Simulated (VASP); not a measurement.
# GaH4C16 in VASP: single point with PBE+D3(BJ)

Aim: the single point of GaH4C16 with PBE+D3(BJ).

Everything below comes from runs of VASP 6.6.1. Logs are shortened: lines on timing, memory, paths and dates and some standing lists are left out, and cuts for length are marked.

### Step 1. The cell of the first run

The cell holds a slab with vacuum, 21 atoms: a = 5.049 Å, b = 5.049 Å, c = 15.676 Å, α = 90.00°, β = 90.00°, γ = 60.00°.

### Step 2. Single point, PBE+D3(BJ), collinear spin

Contents of INCAR:

```
SYSTEM = GaH4C16
PREC = Accurate
ENCUT = 520
EDIFF = 1E-6
ISMEAR = 0
SIGMA = 0.05
LREAL = Auto
LASPH = .True.
NELM = 150
ALGO = Normal
ISIF = 2
LWAVE = .False.
LCHARG = .True.
ISPIN = 2
MAGMOM = 0 0 0 0 0 0 0 0 0 0 0 0 0 0 0 0 0 0 0 0 1
LORBIT = 11
GGA = PE
IVDW = 12
LELF = .True.
LVHAR = .True.
NBANDS = 60
```

Contents of KPOINTS:

```
regular mesh
0
Gamma
  3 3 1
  0 0 0
```

Contents of POSCAR:

```
GaH4C16
1.0
    5.0487420000      0.0000000000      0.0000000000
    2.5243710000      4.3723390000      0.0000000000
    0.0000000000      0.0000000000     15.6764260000
H C Ga
4 16 1
Direct
    0.1666667000      0.1666667000      0.0637901000
    0.6666667000      0.1666667000      0.0637901000
    0.1666667000      0.6666667000      0.0637901000
    0.6666667000      0.6666667000      0.0637901000
    0.1666667000      0.1666667000      0.1339591000
    0.6666667000      0.1666667000      0.1339591000
    0.1666667000      0.6666667000      0.1339591000
    0.6666667000      0.6666667000      0.1339591000
   -0.1666667000      0.3333333000      0.1668292000
    0.3333333000      0.3333333000      0.1668292000
   -0.1666667000      0.8333333000      0.1668292000
    0.3333333000      0.8333333000      0.1668292000
   -0.1664879065      0.3330072336      0.2670532382
    0.3333716139      0.3333154454      0.2722670747
   -0.1664884744      0.8334824158      0.2670536973
    0.3330199598      0.8334909764      0.2670421624
    0.0000047261      0.0000003757      0.2894562083
    0.5000911214     -0.0001571223      0.2972516992
   -0.0000971274      0.5000495414      0.2972467539
    0.5000913835      0.5000681151      0.2972516148
    0.6666722628      0.6666646441      0.3965035873
```

Potentials or basis: VASP PAW PBE potentials, release 64 (H, C, Ga_d).

Command:

```console
cat potpaw_PBE.64/H/POTCAR potpaw_PBE.64/C/POTCAR potpaw_PBE.64/Ga_d/POTCAR > POTCAR
mpirun -np 1 vasp_std > vasp.out
```

OUTCAR:

```text
SYSTEM = GaH4C16
   PREC = Accurate
   ENCUT = 520
   EDIFF = 1E-6
   ISMEAR = 0
   LREAL = Auto
   LASPH = .True.
   NELM = 150
   ISIF = 2
   ISPIN = 2
   LORBIT = 11
   GGA = PE
   IVDW = 12
 IVDW          = 12

 ion  position               nearest neighbor table
   1  0.167  0.167  0.064-   5 1.10
   2  0.667  0.167  0.064-   6 1.10
   3  0.167  0.667  0.064-   7 1.10
   4  0.667  0.667  0.064-   8 1.10
   5  0.167  0.167  0.134-   1 1.10  10 1.55   9 1.55  12 1.55
   6  0.667  0.167  0.134-   2 1.10   9 1.55  10 1.55  11 1.55
   7  0.167  0.667  0.134-   3 1.10  12 1.55  11 1.55  10 1.55
   8  0.667  0.667  0.134-   4 1.10  11 1.55  12 1.55   9 1.55
   9  0.833  0.333  0.167-   6 1.55   5 1.55   8 1.55  13 1.57
  10  0.333  0.333  0.167-   5 1.55   6 1.55   7 1.55  14 1.65
  11  0.833  0.833  0.167-   8 1.55   7 1.55   6 1.55  15 1.57
  12  0.333  0.833  0.167-   7 1.55   8 1.55   5 1.55  16 1.57
  13  0.834  0.333  0.267-  17 1.50  20 1.53  19 1.53   9 1.57
  14  0.333  0.333  0.272-  19 1.51  20 1.51  18 1.51  10 1.65
  15  0.834  0.833  0.267-  17 1.50  18 1.53  19 1.53  11 1.57
  16  0.333  0.833  0.267-  17 1.50  20 1.53  18 1.53  12 1.57
  17  0.000  0.000  0.289-  13 1.50  15 1.50  16 1.50
  18  0.500  1.000  0.297-  14 1.51  15 1.53  16 1.53  21 2.13
  19  1.000  0.500  0.297-  14 1.51  15 1.53  13 1.53  21 2.13
  20  0.500  0.500  0.297-  14 1.51  13 1.53  16 1.53  21 2.13
  21  0.667  0.667  0.397-  20 2.13  18 2.13  19 2.13

  LATTYP: Found a hexagonal cell.
 ALAT       =     5.0487421480
 C/A-ratio  =     3.1050161685

  Lattice vectors:

 A1 = (  -2.5243710000,  -4.3723390000,   0.0000000000)
 A2 = (   5.0487420000,   0.0000000000,   0.0000000000)
 A3 = (   0.0000000000,   0.0000000000,  15.6764260000)

Analysis of symmetry for initial positions (statically):
=====================================================================
 Subroutine PRICEL returns:
 Original cell was already a primitive cell.

 Routine SETGRP: Setting up the symmetry group for a
 hexagonal supercell.

 Subroutine GETGRP returns: Found  2 space group operations
 (whereof  2 operations were pure point group operations)
 out of a pool of 24 trial point group operations.

The static configuration has the point symmetry C_1h.

Analysis of symmetry for dynamics (positions and initial velocities):
=====================================================================
 Subroutine PRICEL returns:
 Original cell was already a primitive cell.

 Routine SETGRP: Setting up the symmetry group for a
 hexagonal supercell.

 Subroutine GETGRP returns: Found  2 space group operations
 (whereof  2 operations were pure point group operations)
 out of a pool of 24 trial point group operations.

The dynamic configuration has the point symmetry C_1h.

Analysis of structural, dynamic, and magnetic symmetry:
=====================================================================
 Subroutine PRICEL returns:
 Original cell was already a primitive cell.

 Routine SETGRP: Setting up the symmetry group for a
 hexagonal supercell.

 Subroutine GETGRP returns: Found  2 space group operations
 (whereof  2 operations were pure point group operations)
 out of a pool of 24 trial point group operations.

The overall configuration has the point symmetry C_1h.

 Subroutine INISYM returns: Found  2 space group operations
 (whereof  2 operations are pure point group operations),
 and found     1 'primitive' translations

----------------------------------------------------------------------------------------

                                     Primitive cell

  volume of cell :     346.0541

  direct lattice vectors                    reciprocal lattice vectors
     5.048742000  0.000000000  0.000000000     0.198069143 -0.114355268  0.000000000
     2.524371000  4.372339000  0.000000000     0.000000000  0.228710537  0.000000000
     0.000000000  0.000000000 15.676426000     0.000000000  0.000000000  0.063790050

  length of vectors
     5.048742000  5.048742148 15.676426000     0.228710544  0.228710537  0.063790050

  position of ions in fractional coordinates (direct lattice)
     0.166666700  0.166666700  0.063790100
     0.666666700  0.166666700  0.063790100
     0.166666700  0.666666700  0.063790100
     0.666666700  0.666666700  0.063790100
     0.166666700  0.166666700  0.133959100
     0.666666700  0.166666700  0.133959100
[... 13 lines left out ...]
     0.500091383  0.500068115  0.297251615
     0.666672263  0.666664644  0.396503587

  ion indices of the primitive-cell ions
   primitive index   ion index
                 1           1
                 2           2
                 3           3
                 4           4
                 5           5
                 6           6
[... 13 lines left out ...]
                20          20
                21          21

----------------------------------------------------------------------------------------

 KPOINTS: regular mesh

Automatic generation of k-mesh.
 Grid dimensions read from file:
 generate k-points for:    3    3    1

 Generating k-lattice:

  Cartesian coordinates                     Fractional coordinates (reciprocal lattice)
     0.066023048 -0.038118423  0.000000000     0.333333333 -0.000000000  0.000000000
     0.000000000  0.076236846  0.000000000     0.000000000  0.333333333  0.000000000
     0.000000000  0.000000000  0.063790050     0.000000000  0.000000000  1.000000000

  Length of vectors
     0.076236848  0.076236846  0.063790050

  Shift w.r.t. Gamma in fractional coordinates (k-lattice)
     0.000000000  0.000000000  0.000000000

 Subroutine IBZKPT returns following result:
 ===========================================

 Found      4 irreducible k-points:

 Following reciprocal coordinates:
            Coordinates               Weight
  0.000000  0.000000  0.000000      1.000000
  0.333333  0.000000  0.000000      2.000000
  0.333333  0.333333  0.000000      4.000000
 -0.333333  0.333333  0.000000      2.000000
   k-points           NKPTS =      4   k-points in BZ     NKDIM =      4   number of bands    NBANDS=     60
   number of dos      NEDOS =    301   number of ions     NIONS =     21
   total plane-waves  NPLWV = 192000
   dimension x,y,z NGX =    40 NGY =   40 NGZ =  120
   dimension x,y,z NGXF=    80 NGYF=   80 NGZF=  240
   ions per type =               4  16   1
   NGX,Y,Z   is equivalent  to a cutoff of  13.17, 13.17, 12.73 a.u.
   NGXF,Y,Z  is equivalent  to a cutoff of  26.34, 26.34, 25.45 a.u.
 SYSTEM =  GaH4C16
   PREC   = accura    normal or accurate (medium, high low for compatibility)
   ISTART =      0    job   : 0-new  1-cont  2-samecut
   ICHARG =      2    charge: 1-file 2-atom 10-const
   ISPIN  =      2    spin polarized calculation?
   LNONCOLLINEAR =      F non collinear calculations
   LSORBIT =      F    spin-orbit coupling
   LASPH  =      T    aspherical Exc in radial PAW
   ENCUT  =  520.0 eV  38.22 Ry    6.18 a.u.   9.39  9.39 29.15*2*pi/ulx,y,z
   NELM   =    150;   NELMIN=  2; NELMDL= -5     # of ELM steps
   EDIFF  = 0.1E-05   stopping-criterion for ELM
   LREAL  =      T    real-space projection
   EDIFFG = 0.1E-04   stopping-criterion for IOM
   NSW    =      0    number of steps for IOM
   IBRION =     -1    ionic relax: 0-MD 1-quasi-New 2-CG
   NFREE  =      0    steps in history (QN), initial steepest desc. (CG)
   ISIF   =      2    stress and relaxation
   ISYM   =      2    0-nonsym 1-usesym 2-fastsym
   POTIM  = 0.5000    time-step for ionic-motion
   TEBEG  =    0.0;   TEEND  =   0.0 temperature during run
   PSTRESS=    0.0 pullay stress
   NELECT =      81.0000    total number of electrons
   NUPDOWN=      -1.0000    fix difference up-down
   EMIN   =  10.00;   EMAX   =-10.00  energy-range for DOS
   EFERMI =   0.00;   METHOD = LEGACY
   ISMEAR =     0;   SIGMA  =   0.05  broadening in eV -4-tet -1-fermi 0-gaus
   EFERMI_NEDOS =   21; number of points for ismear=-14 and -15
   IALGO  =     38    algorithm
   IMIX   =      4    mixing-type and parameters
     AMIX     =   0.40;   BMIX     =  1.00
     AMIX_MAG =   1.60;   BMIX_MAG =  1.00
  volume/ion in A,a.u.               =      16.48       111.20
  Fermi-wavevector in a.u.,A,eV,Ry     =   1.008916  1.906575 13.849536  1.017912
  Thomas-Fermi vector in A             =   2.141813
   LORBIT       =     11    0 simple, 1 ext, 2 COOP (PROOUT), +10 PAW based schemes
   GGA     = PE    functional components
   LHFCALC =     F    Hartree Fock is set to
   AEXX    =    0.0000 exact exchange contribution
   IVDW    =    12    specifies the selected vdW correction
   LEPSILON=     F    determine dielectric tensor
   LRPA    =     F    only Hartree local field effects (RPA)
 spin polarized calculation
 Gauss-broadening in eV      SIGMA  =   0.05
  energy-cutoff  :      520.00
  volume of cell :      346.05
 maximum number of plane-waves:      9383
 NGX is ok and might be reduce to    40
   NGX = 19   NGY = 19   NGZ = 59

 number of electron      81.0000002 magnetization       0.9999777

 Free energy of the ion-electron system (eV)
  ---------------------------------------------------
  ext. energy  EPLUGINS =         0.00000000
  ---------------------------------------------------
  free energy    TOTEN  =      -157.15348819 eV

  energy without entropy =     -157.15348819  energy(sigma->0) =     -157.15348819

 E-fermi :   0.5353     XC(G=0):  -5.5773

 val. band max:        0.3010574406   @ k =  -0.3333   0.3333   0.0000
 cond. band min:       0.8184080378   @ k =   0.0000   0.0000   0.0000
 fundamental gap:      0.5173505972
 Fermi energy:         0.5352801445

 spin component 1

 k-point     1 :       0.0000    0.0000    0.0000
  band No.  band energies     occupation
      1     -19.9255      1.00000
      2     -17.2195      1.00000
      3     -14.8269      1.00000
      4     -14.8268      1.00000
      5     -14.4831      1.00000
      6     -14.0232      1.00000
[... 44 lines left out ...]
     51       6.1389      0.00000
     52       7.1068      0.00000
[... 163 lines left out ...]
     51       7.1098      0.00000
     52       7.4315      0.00000
 Fermi energy:         0.5352801445

 spin component 2

 k-point     1 :       0.0000    0.0000    0.0000
  band No.  band energies     occupation
      1     -19.8531      1.00000
      2     -17.1524      1.00000
      3     -14.7838      1.00000
      4     -14.7837      1.00000
      5     -14.4272      1.00000
      6     -13.9210      1.00000
[... 44 lines left out ...]
     51       6.2939      0.00000
     52       7.1697      0.00000
[... 163 lines left out ...]
     51       7.1878      0.00000
     52       7.4564      0.00000
 [bands above 52 left out]

------------------------ aborting loop because EDIFF is reached ----------------------------------------

 Edisp (eV)   -2.48694

 E8    (eV) :    -0.7744

  FORCE on cell =-STRESS in cart. coord.  units (eV):
  Direction    XX          YY          ZZ          XY          YZ          ZX
  --------------------------------------------------------------------------------------
  -------------------------------------------------------------------------------------
  Total      -0.73473    -0.73500    -2.16783    -0.00023     0.00247    -0.00427
  in kB      -3.40171    -3.40295   -10.03671    -0.00108     0.01142    -0.01978
  external pressure =       -5.61 kB  Pullay stress =        0.00 kB

 VOLUME and BASIS-vectors are now :
 -----------------------------------------------------------------------------
  energy-cutoff  :      520.00
  volume of cell :      346.05
      direct lattice vectors                 reciprocal lattice vectors
     5.048742000  0.000000000  0.000000000     0.198069143 -0.114355268  0.000000000
     2.524371000  4.372339000  0.000000000     0.000000000  0.228710537  0.000000000
     0.000000000  0.000000000 15.676426000     0.000000000  0.000000000  0.063790050

 POSITION                                       TOTAL-FORCE (eV/Angst)
 -----------------------------------------------------------------------------------
      1.26219      0.72872      1.00000        -0.020614     -0.011799     -0.141965
      3.78656      0.72872      1.00000         0.020611     -0.011900     -0.141981
      2.52437      2.91489      1.00000        -0.000089      0.023752     -0.141965
      5.04874      2.91489      1.00000         0.000001     -0.000000     -0.105540
      1.26219      0.72872      2.10000         0.123403      0.071378      1.423219
      3.78656      0.72872      2.10000        -0.123529      0.071319      1.423452
[... 13 lines left out ...]
      3.78719      2.18647      4.65984        -0.008844     -0.004581      0.020445
      5.04877      2.91488      6.21576         0.000205     -0.000118      0.033189
 -----------------------------------------------------------------------------------
    total drift:                               -0.004769     -0.011550      0.086504

  FREE ENERGIE OF THE ION-ELECTRON SYSTEM (eV)
  ---------------------------------------------------
  free  energy   TOTEN  =      -159.6404265279 eV

  energy  without entropy=     -159.6404265279  energy(sigma->0) =     -159.64042653

 total charge

# of ion       s       p       d       tot
------------------------------------------
    1        0.649   0.044   0.000   0.693
    2        0.649   0.044   0.000   0.693
    3        0.649   0.044   0.000   0.693
    4        0.648   0.044   0.000   0.692
    5        0.837   1.753   0.000   2.589
    6        0.837   1.753   0.000   2.589
[... 13 lines left out ...]
   20        0.839   1.691   0.000   2.530
   21        1.022   0.564  10.016  11.602
--------------------------------------------------
tot         16.973  28.264  10.016  55.253

 magnetization (x)

# of ion       s       p       d       tot
------------------------------------------
    1        0.001   0.000   0.000   0.001
    2        0.001   0.000   0.000   0.001
    3        0.001   0.000   0.000   0.001
    4        0.003   0.000   0.000   0.003
    5       -0.000  -0.001   0.000  -0.001
    6       -0.000  -0.001   0.000  -0.001
[... 13 lines left out ...]
   20        0.003   0.012   0.000   0.015
   21        0.001   0.022   0.002   0.025
--------------------------------------------------
tot          0.060   0.468   0.002   0.530
```

Wall time 9.7 min (1 thread of Intel Xeon 8259CL, shared host); peak memory 0.64 GiB.

What came out:

```
Free energy                                           : -159.6404 eV
Largest force                                         : 1.569 eV/Å
Band gap on the k mesh                                : 0.52 eV (least direct gap 1.10 eV)
Net moment                                            : 1.00 μB per cell
Site moments                                          : H +0.00; C -0.00, +0.02, +0.00, -0.01, +0.40, +0.01 (each value once); Ga +0.03 μB
Valence electrons inside the program's atomic spheres : H 0.69; C 2.59, 2.54, 2.52, 2.57, 2.53 (each value once); Ga 11.60
Dispersion energy per atom                            : -0.118 eV
```

Forces on the atoms (eV/Å):
```
H   -0.021 -0.012 -0.142
H    0.021 -0.012 -0.142
H    0.000  0.024 -0.142
H    0.000  0.000 -0.106
C    0.123  0.071  1.423
C   -0.124  0.071  1.423
C    0.000 -0.143  1.423
C    0.000  0.000  1.390
C    0.000  0.151 -1.560
C    0.001 -0.001 -0.558
C   -0.130 -0.076 -1.560
C    0.131 -0.076 -1.562
C    0.000  0.003 -0.003
C   -0.001  0.001 -0.013
C   -0.003 -0.002 -0.003
C    0.003 -0.002  0.001
C    0.002 -0.001  0.033
C    0.000  0.010  0.020
C    0.006 -0.004  0.022
C   -0.009 -0.005  0.020
Ga   0.000  0.000  0.033
```

Caveat: the k points lie up to 0.48 Å⁻¹ apart.
